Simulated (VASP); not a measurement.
A run of VASP 6.6.1 is set up as follows.

Contents of POSCAR:

```
Co
1.0
    1.8880756888     -3.1999381528      0.0000000000
    1.8880756888      3.1999381528      0.0000000000
    0.0000000000      0.0000000000      3.7811743028
Co
4
Direct
    0.1525000000      0.8475000000      0.0785000000
    0.6525000000      0.3475000000      0.4215000000
    0.8475000000      0.1525000000      0.9215000000
    0.3475000000      0.6525000000      0.5785000000
```

The input INCAR.step1:

```
SYSTEM = Co
ALGO = Normal
EDIFF = 1E-4
ENCUT = 520
GGA = PE
ISMEAR = 0
ISPIN = 2
LASPH = .TRUE.
LCHARG = .FALSE.
LMAXMIX = 4
LREAL = .FALSE.
LWAVE = .TRUE.
MAGMOM = 3 3 3 3
NBANDS = 30
NELM = 150
PREC = Accurate
SIGMA = 0.1
```

Contents of INCAR.step2:

```
SYSTEM = Co
ALGO = Normal
EDIFF = 1E-6
ENCUT = 520
ISIF = 2
ISMEAR = 0
ISPIN = 2
ISTART = 1
LASPH = .TRUE.
LCHARG = .FALSE.
LMAXMIX = 4
LMIXTAU = .TRUE.
LORBIT = 11
LREAL = .FALSE.
LWAVE = .FALSE.
MAGMOM = 3 3 3 3
METAGGA = R2SCAN
NBANDS = 30
NELM = 150
PREC = Accurate
SIGMA = 0.1
```

The input KPOINTS:

```
k-points
0
G
  6 6 6
  0 0 0
```

Potentials or basis: VASP PAW PBE potentials, release 64 (Co).

The run is started by

```bash
$ cat potpaw_PBE.64/Co/POTCAR > POTCAR
$ cp INCAR.step1 INCAR
$ mpirun -np 1 vasp_std > vasp.out
$ cp INCAR.step2 INCAR
$ mpirun -np 1 vasp_std > vasp.out
```

Question: What does it give for the largest force?

Answer: 0.895 eV/Å.

Question: What does it give for the site moments?

Answer: Co +1.82 μB.

Stress tensor (GPa, compression positive):
```
17.13  0.00  0.00
 0.00 41.00  0.00
 0.00  0.00 20.65
```

Caveat: the PAW data sets were made with another functional, which shifts forces and pressure a little.
